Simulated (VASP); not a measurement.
# ZnSe (Pm-3m) in VASP: notebook, part 2 of 2

VASP 6.6.1. The steps go on from the part before.

## 4. Single point, PBE

INCAR

```
SYSTEM = ZnSe
ALGO = Normal
EDIFF = 1E-6
ENCUT = 500
GGA = PE
GGA_COMPAT = .FALSE.
ISIF = 2
ISMEAR = -1
LASPH = .TRUE.
LCHARG = .FALSE.
LREAL = .FALSE.
LWAVE = .FALSE.
NBANDS = 16
NELM = 120
PREC = Accurate
SIGMA = 0.02
```

KPOINTS

```
k-points
0
G
  8 8 8
  0 0 0
```

POSCAR

```
ZnSe
1.0
    3.3251530431      0.0000000000      0.0000000000
    0.0000000000      3.3251530431      0.0000000000
    0.0000000000      0.0000000000      3.3251530431
Zn Se
1 1
Direct
    0.0000000000      0.0000000000      0.0000000000
    0.5000000000      0.5000000000      0.5000000000
```

Potentials or basis: VASP PAW PBE potentials, release 64 (Zn, Se).

Run with:

```bash
cat potpaw_PBE.64/Zn/POTCAR potpaw_PBE.64/Se/POTCAR > POTCAR
mpirun -np 1 vasp_std > vasp.out
```

OUTCAR:

```text
SYSTEM = ZnSe
   EDIFF = 1E-6
   ENCUT = 500
   GGA = PE
   ISIF = 2
   ISMEAR = -1
   LASPH = .TRUE.
   LREAL = .FALSE.
   NELM = 120
   PREC = Accurate

 ion  position               nearest neighbor table
   1  0.000  0.000  0.000-   2 2.88   2 2.88   2 2.88   2 2.88   2 2.88   2 2.88   2 2.88   2 2.88

   2  0.500  0.500  0.500-   1 2.88   1 2.88   1 2.88   1 2.88   1 2.88   1 2.88   1 2.88   1 2.88

  LATTYP: Found a simple cubic cell.
 ALAT       =     3.3251530431

  Lattice vectors:

 A1 = (   3.3251530431,   0.0000000000,   0.0000000000)
 A2 = (   0.0000000000,   3.3251530431,   0.0000000000)
 A3 = (   0.0000000000,   0.0000000000,   3.3251530431)

Analysis of symmetry for initial positions (statically):
=====================================================================
 Subroutine PRICEL returns:
 Original cell was already a primitive cell.

 Routine SETGRP: Setting up the symmetry group for a
 simple cubic supercell.

 Subroutine GETGRP returns: Found 48 space group operations
 (whereof 48 operations were pure point group operations)
 out of a pool of 48 trial point group operations.

The static configuration has the point symmetry O_h .

Analysis of symmetry for dynamics (positions and initial velocities):
=====================================================================
 Subroutine PRICEL returns:
 Original cell was already a primitive cell.

 Routine SETGRP: Setting up the symmetry group for a
 simple cubic supercell.

 Subroutine GETGRP returns: Found 48 space group operations
 (whereof 48 operations were pure point group operations)
 out of a pool of 48 trial point group operations.

The dynamic configuration has the point symmetry O_h .

 Subroutine INISYM returns: Found 48 space group operations
 (whereof 48 operations are pure point group operations),
 and found     1 'primitive' translations

----------------------------------------------------------------------------------------
[... 105 lines left out ...]
   NUPDOWN=      -1.0000    fix difference up-down
   EMIN   =  10.00;   EMAX   =-10.00  energy-range for DOS
   EFERMI =   0.00;   METHOD = LEGACY
   ISMEAR =    -1;   SIGMA  =   0.02  broadening in eV -4-tet -1-fermi 0-gaus
   EFERMI_NEDOS =   21; number of points for ismear=-14 and -15
   IALGO  =     38    algorithm
   IMIX   =      4    mixing-type and parameters
     AMIX     =   0.40;   BMIX     =  1.00
     AMIX_MAG =   1.60;   BMIX_MAG =  1.00
  volume/ion in A,a.u.               =      18.38       124.05
  Fermi-wavevector in a.u.,A,eV,Ry     =   1.290290  2.438295 22.651639  1.664849
  Thomas-Fermi vector in A             =   2.422131
   LORBIT       =      0    0 simple, 1 ext, 2 COOP (PROOUT), +10 PAW based schemes
   GGA     = PE    functional components
   LHFCALC =     F    Hartree Fock is set to
   AEXX    =    0.0000 exact exchange contribution
   IVDW    =     0    specifies the selected vdW correction
   LEPSILON=     F    determine dielectric tensor
   LRPA    =     F    only Hartree local field effects (RPA)
 non-spin polarized calculation
  energy-cutoff  :      500.00
  volume of cell :       36.77
 maximum number of plane-waves:       968
   NGX = 13   NGY = 13   NGZ = 13

 number of electron      17.9999961 magnetization

 Free energy of the ion-electron system (eV)
  ---------------------------------------------------
  ext. energy  EPLUGINS =         0.00000000
  ---------------------------------------------------
  free energy    TOTEN  =        -4.36311677 eV

  energy without entropy =       -4.36204805  energy(sigma->0) =       -4.36258241

 E-fermi :   4.0454     XC(G=0): -10.8029

 val. band max:        4.0370787687   @ k =   0.5000   0.5000   0.1250
 cond. band min:       4.0796758817   @ k =   0.3750   0.0000   0.0000
 fundamental gap:      0.0425971130
 Fermi energy:         4.0454161274

 k-point     1 :       0.0000    0.0000    0.0000
  band No.  band energies     occupation
      1     -10.5351      2.00000
      2      -3.0012      2.00000
      3      -3.0012      2.00000
      4      -2.7007      2.00000
      5      -2.7007      2.00000
      6      -2.7007      2.00000
[... 433 lines left out ...]
      3      -2.9393      2.00000
      4      -2.8425      2.00000
      5      -2.6608      2.00000
      6      -2.6436      2.00000
[... 8 lines left out ...]
     15      16.8547      0.00000
     16      17.2735      0.00000

 [... further k-points ...]
[... 5 lines left out ...]
  --------------------------------------------------------------------------------------
  -------------------------------------------------------------------------------------
  Total        0.3190355      0.3190355      0.3190355     -0.0000000     -0.0000000      0.0000000
  in kB       13.9031976     13.9031976     13.9031976     -0.0000000     -0.0000000      0.0000000
  external PRESSURE =      13.9031976 kB  Pullay stress =       0.0000000 kB

 VOLUME and BASIS-vectors are now :
 -----------------------------------------------------------------------------
  energy-cutoff  :      500.00
  volume of cell :       36.77
      direct lattice vectors                 reciprocal lattice vectors
     3.325153043  0.000000000  0.000000000     0.300738037  0.000000000  0.000000000
     0.000000000  3.325153043  0.000000000     0.000000000  0.300738037  0.000000000
     0.000000000  0.000000000  3.325153043     0.000000000  0.000000000  0.300738037

 POSITION                                       TOTAL-FORCE (eV/Angst)
 -----------------------------------------------------------------------------------
      0.00000      0.00000      0.00000         0.000000      0.000000      0.000000
      1.66258      1.66258      1.66258         0.000000      0.000000      0.000000
 -----------------------------------------------------------------------------------
    total drift:                                0.000000      0.000000      0.000000

  FREE ENERGIE OF THE ION-ELECTRON SYSTEM (eV)
  ---------------------------------------------------
  free  energy   TOTEN  =        -4.3631167686 eV

  energy  without entropy=       -4.3620480506  energy(sigma->0) =       -4.36258241
```

OSZICAR:

```text
N       E                     dE             d eps       ncg     rms          rms(c)
DAV:   1     0.820659228534E+02    0.82066E+02   -0.86911E+03  1128   0.134E+03
DAV:   2    -0.254611404462E+00   -0.82321E+02   -0.77274E+02  1296   0.250E+02
DAV:   3    -0.462655104621E+01   -0.43719E+01   -0.43238E+01  1360   0.550E+01
DAV:   4    -0.465410423628E+01   -0.27553E-01   -0.27541E-01  1312   0.452E+00
DAV:   5    -0.465421263329E+01   -0.10840E-03   -0.10840E-03  1408   0.280E-01    0.427E+00
DAV:   6    -0.437766265491E+01    0.27655E+00   -0.49695E-01  1440   0.212E+01    0.318E+00
DAV:   7    -0.436702666973E+01    0.10636E-01   -0.75871E-02  1280   0.431E+00    0.155E+00
DAV:   8    -0.436319840530E+01    0.38283E-02   -0.64178E-03  1352   0.925E-01    0.313E-01
DAV:   9    -0.436309722172E+01    0.10118E-03   -0.72366E-04  1568   0.269E-01    0.502E-02
DAV:  10    -0.436311707988E+01   -0.19858E-04   -0.63290E-05  1224   0.588E-02    0.107E-02
DAV:  11    -0.436311676856E+01    0.31132E-06   -0.36393E-06  1272   0.201E-02
   1 F= -.43631168E+01 E0= -.43625824E+01  d E =-.106872E-02
```

stdout:

```text
POSCAR found type information on POSCAR ZnSe
 POSCAR found :  2 types and       2 ions
 scaLAPACK will be used
 LDA part: xc-table for (Slater+PW92), standard interpolation
 POSCAR, INCAR and KPOINTS ok, starting setup
 FFT: planning ... GRIDC
 FFT: planning ... GRID_SOFT
 FFT: planning ... GRID
 WAVECAR not read
 entering main loop
```

Wall time 4.6 s (1 thread of Intel Xeon 6975P-C (Granite Rapids), shared host); peak memory 0.14 GiB.

What came out:

- Free energy: -4.3631 eV
- Pressure: 1.4 GPa
- Band gap on the k mesh: zero (band 9 reaches 4.55 eV, above the bottom of band 10 at 2.72 eV)

## 5. Single point, PBE, non-collinear spin, zero start, spin-orbit coupling

INCAR

```
ALGO = Normal ; EDIFF = 1E-6
ENCUT = 500 ; GGA = PE
GGA_COMPAT = False ; ISIF = 2
ISMEAR = -1 ; LASPH = True
LCHARG = False ; LORBIT = 11
LORBMOM = True ; LREAL = False
LSORBIT = True ; LWAVE = False
MAGMOM = 0 0 0 0 0 0 ; NBANDS = 30
NELM = 200 ; PREC = Accurate
SIGMA = 0.02
```

KPOINTS

```
k-points
0
Gamma
  6 6 6
```

POSCAR is that of step 4.

Run with:

```bash
cat potpaw_PBE.64/Zn/POTCAR potpaw_PBE.64/Se/POTCAR > POTCAR
mpirun -np 1 vasp_ncl > vasp.out
```

Wall time 13 s (1 thread of Intel Xeon 6975P-C (Granite Rapids), shared host); peak memory 0.21 GiB.

The run converged. Its results:

```yaml
Free_energy: -4.4000 eV
Pressure: 1.3 GPa
Net_moment: 0.00 μB per cell
Valence_electrons_inside_the_program's_atomic_spheres: Zn 10.58; Se 3.75
```

Moments on the atoms (μB; x, y, z):
```
Zn  0.00 0.00 0.00
Se  0.00 0.00 0.00
```

## 6. Overview

```tsv
level	spin	k mesh	cutoff (eV)	gap on the mesh (eV)	pressure (GPa)
PBE	off	6 × 6 × 6	500	none	1.2
r2SCAN	off	6 × 6 × 6	550	none	-0.2
PBE	off	8 × 8 × 8	500	none	1.4
PBE	non-collinear, zero start, SOC	6 × 6 × 6	500	-	1.3
```

Alike in all rows: task single point; potentials or basis VASP PAW PBE potentials, release 64 (Zn, Se); cell as given; smearing fermi-dirac 0.02 eV.

Every run on the cell as given and a fine mesh finds a metal. The pressure there spans -0.2 GPa (r2SCAN) to 1.4 GPa (PBE); a positive pressure means that this level wants a larger cell, a negative one a smaller.

Caveats: the PAW data sets were made with another functional, which shifts forces and pressure a little (some runs).

Absolute energies hang on the potentials; compare differences alone.
